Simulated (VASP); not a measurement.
## CrBrO: single point with LDA+U

CrBrO:

```xyz
6
Lattice="3.5887 0.0000 0.0000 0.0000 3.4464 0.0000 0.0000 0.0000 7.7386" Properties=species:S:1:pos:R:3 pbc="T T T"
Cr    0.8972    0.8616    0.8185
Cr    2.6915    2.5848    6.9200
O     0.8972    2.5848    7.2383
O     2.6915    0.8616    0.5003
Br    0.8972    2.5848    2.4856
Br    2.6915    0.8616    5.2530
```

| Quantity | Value |
| --- | --- |
| Program | VASP 6.6.1 |
| Task | single point |
| Functional | LDA |
| Potentials or basis | VASP PAW LDA potentials, release 64 (Cr_pv, O, Br) |
| Cutoff | 520 eV |
| k mesh | 5 × 6 × 2 |
| Occupations | fermi-dirac, width 0.1 eV |
| Spin | no spin polarisation |
| Hubbard terms | Cr d U = 4.0 eV |

The pressure is 2.4 GPa. The largest force is 0.225 eV/Å and the band gap on the k mesh is zero (bands 25 and 26 overlap by 1.07 eV).

Forces on the atoms (eV/Å):
```
Cr   0.000  0.000 -0.225
Cr   0.000  0.000  0.225
O    0.000  0.000  0.018
O    0.000  0.000 -0.018
Br   0.000  0.000  0.202
Br   0.000  0.000 -0.202
```

Stress tensor (GPa, compression positive):
```
5.53 0.00 0.00
0.00 0.73 0.00
0.00 0.00 0.91
```

Levels at points of the mesh, in eV from the Fermi level:
```csv
k point,band 23,band 24,band 25,band 26,band 27,band 28,band 29,band 30
"(0.00, 0.00, 0.00)",-1.46,-1.45,-1.42,-0.37,1.31,1.32,1.88,2.02
"(0.00, 0.50, 0.00)",-0.94,-0.94,-0.15,-0.15,0.71,0.71,1.70,1.70
"(0.00, 0.00, 0.50)",-1.46,-1.44,-1.39,-0.37,1.18,1.42,1.81,2.23
"(0.00, 0.50, 0.50)",-0.99,-0.99,-0.13,-0.13,0.69,0.69,1.75,1.75
```

Eigenvalues of the final occupation matrices:
```tsv
site	spin	trace	eigenvalues
site 1 d	1	2.11	0.15 0.21 0.32 0.53 0.90
site 1 d	2	2.11	0.15 0.21 0.32 0.53 0.90
site 2 d	1	2.11	0.15 0.21 0.32 0.53 0.90
site 2 d	2	2.11	0.15 0.21 0.32 0.53 0.90
```

It took 90 s on 1 thread of AMD EPYC 7R13 Processor (Zen 3) (shared host), peak memory 0.18 GiB.

Caveat: the k points lie up to 0.41 Å⁻¹ apart, too coarse for converged energies and pressures of a metal; the run has no spin polarisation, though such a crystal can be magnetic; U without spin polarisation on a metal has little footing. Spin polarisation is off, so any magnetic state and its effect on volume and gap are missing.
